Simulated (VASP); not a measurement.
Write the native input for VASP 6.6.1 that does the following.

```yaml
Task: single point
Functional: PBEsol
Potentials_or_basis: VASP PAW PBE potentials, release 64 (Ti_sv, O)
Cutoff: 520 eV
k_mesh: 18 × 18 × 16
Occupations: gaussian, width 0.15 eV
Spin: no spin polarisation
Dipole_correction: no
Further_INCAR_settings: ALGO = Normal; EDIFF = 1e-06; NBANDS = 16
```

The structure of TiO lies in POSCAR:

```
TiO
1.0
    3.1997258881      0.0000000000      0.0000000000
   -1.5998629440      2.7710439042      0.0000000000
    0.0000000000      0.0000000000      2.9052436173
Ti O
1 1
Direct
    0.6666666667      0.3333333333      0.0000000000
    0.0000000000      0.0000000000      0.5000000000
```

This cell differs from its parent crystal: ratio of the length along z to the lengths across it x 0.85, volume and fractional coordinates fixed.

The input as run:

INCAR

```
ALGO = Normal ; EDIFF = 1E-6
ENCUT = 520 ; GGA = PS
ISIF = 2 ; ISMEAR = 0
LASPH = T ; LCHARG = T
LELF = T ; LREAL = F
LVHAR = T ; LWAVE = F
NBANDS = 16 ; NELM = 60
PREC = Accurate ; SIGMA = 0.15
```

KPOINTS

```
k-points
0
Gamma
  18 18 16
```

Potentials or basis: VASP PAW PBE potentials, release 64 (Ti_sv, O).

Launch:

```bash
$ cat potpaw_PBE.64/Ti_sv/POTCAR potpaw_PBE.64/O/POTCAR > POTCAR
$ mpirun -np 1 vasp_std > vasp.out
```

It gave:

* Pressure: -38.7 GPa
* Band gap on the k mesh: zero (band 9 reaches 7.86 eV, above the bottom of band 10 at 7.29 eV)

Caveat: the PAW data sets were made with another functional, which shifts forces and pressure a little; semilocal functionals often make such compounds metallic where correlation or magnetic order opens a gap, which also shifts bond lengths.

Run time: 48 s on 1 thread of Intel(R) Xeon(R) Platinum 8488C (Sapphire Rapids) (shared host), peak memory 0.24 GiB.
